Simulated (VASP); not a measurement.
Set up this calculation in VASP 6.6.1, as the native input.

```
Task                   : single point
Functional             : PBE
Potentials or basis    : VASP PAW PBE potentials, release 64 (Cs_sv, Ag, Bi_d, Br)
Cutoff                 : 520 eV
k mesh                 : 4 × 4 × 4
Occupations            : gaussian, width 0.02 eV
Spin                   : no spin polarisation
Dipole correction      : no
Further INCAR settings : ALGO = Normal; EDIFF = 1e-06; NBANDS = 54
```

The structure of Cs2AgBiBr6 lies in POSCAR:

```
Cs2AgBiBr6
1.0
    0.0000000000      5.7988666072      5.7988666072
    5.7988666072      0.0000000000      5.7988666072
    5.7988666072      5.7988666072      0.0000000000
Cs Ag Bi Br
2 1 1 6
Direct
    0.2500000000      0.2500000000      0.2500000000
    0.7500000000      0.7500000000      0.7500000000
    0.5000000000      0.5000000000      0.5000000000
    0.0000000000      0.0000000000      0.0000000000
    0.2503369759      0.7496630241      0.2503369759
    0.2503369759      0.7496630241      0.7496630241
    0.7496630241      0.2503369759      0.7496630241
    0.7496630241      0.2503369759      0.2503369759
    0.2503369759      0.2503369759      0.7496630241
    0.7496630241      0.7496630241      0.2503369759
```

The input as run:

INCAR

```
SYSTEM = Cs2AgBiBr6
ALGO = Normal ; EDIFF = 1E-6
ENCUT = 520 ; GGA = PE
ISIF = 2 ; ISMEAR = 0
LASPH = .TRUE. ; LCHARG = .TRUE.
LELF = .TRUE. ; LREAL = .FALSE.
LVHAR = .TRUE. ; LWAVE = .FALSE.
NBANDS = 54 ; NELM = 60
PREC = Accurate ; SIGMA = 0.02
```

KPOINTS

```
k-points
0
G
  4 4 4
  0 0 0
```

Potentials or basis: VASP PAW PBE potentials, release 64 (Cs_sv, Ag, Bi_d, Br).

The run is started by

```console
$ cat potpaw_PBE.64/Cs_sv/POTCAR potpaw_PBE.64/Ag/POTCAR potpaw_PBE.64/Bi_d/POTCAR potpaw_PBE.64/Br/POTCAR > POTCAR
$ mpirun -np 1 vasp_std > vasp.out
```

It gave:

```yaml
Pressure: -0.6 GPa
Largest_force: 0.005 eV/Å
Band_gap_on_the_k_mesh: 1.38 eV (least direct gap 2.34 eV)
```

Caveat: spin-orbit coupling is left out, which moves the levels of the heavy elements.

It took 2.3 min on 1 thread of Intel(R) Xeon(R) 6975P-C (Granite Rapids), on a shared host, peak memory 0.66 GiB.
